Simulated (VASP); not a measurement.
Wanted: the native input for a VASP 6.6.1 run.

```
Task                   : single point
Functional             : PBE
Dispersion             : D3(BJ)
Potentials or basis    : VASP PAW PBE potentials, release 64 (Ta_pv, N)
Cutoff                 : 520 eV
k mesh                 : 18 × 18 × 14
Occupations            : gaussian, width 0.1 eV
Spin                   : no spin polarisation
Dipole correction      : no
Further INCAR settings : ALGO = Normal; EDIFF = 1e-06; NBANDS = 15
```

The structure of TaN lies in POSCAR:

```
TaN
1.0
    2.9285132345      0.0000000000      0.0000000000
   -1.4642566173      2.5361668564      0.0000000000
    0.0000000000      0.0000000000      2.8807930987
Ta N
1 1
Direct
    0.3333333333      0.6666666667      0.5000000000
    0.0000000000      0.0000000000      0.0000000000
```

These files were run (other wordings do the same):

INCAR

```
SYSTEM = TaN
PREC = Accurate
ENCUT = 520
EDIFF = 1E-6
ISMEAR = 0
SIGMA = 0.1
LREAL = .False.
LASPH = .True.
NELM = 60
ALGO = Normal
ISIF = 2
LWAVE = .False.
LCHARG = .True.
GGA = PE
IVDW = 12
LELF = .True.
LVHAR = .True.
NBANDS = 15
```

KPOINTS

```
regular mesh
0
Gamma
  18 18 14
  0 0 0
```

Potentials or basis: VASP PAW PBE potentials, release 64 (Ta_pv, N).

Launch:

```bash
$ cat potpaw_PBE.64/Ta_pv/POTCAR potpaw_PBE.64/N/POTCAR > POTCAR
$ mpirun -np 1 vasp_std > vasp.out
```

Results of the run:

```json
{
 "Pressure": "0.7 GPa",
 "Band gap on the k mesh": "zero (band 8 reaches 8.54 eV, above the bottom of band 9 at 8.24 eV)",
 "Dispersion energy per atom": "-0.469 eV"
}
```

Caveat: spin-orbit coupling is left out, which moves the levels of the heavy elements; pairwise dispersion overbinds metals, which lowers pressure and volume.

It took 26 s on 1 thread of Intel(R) Xeon(R) 6975P-C (Granite Rapids), with other jobs on the host, peak memory 0.21 GiB.
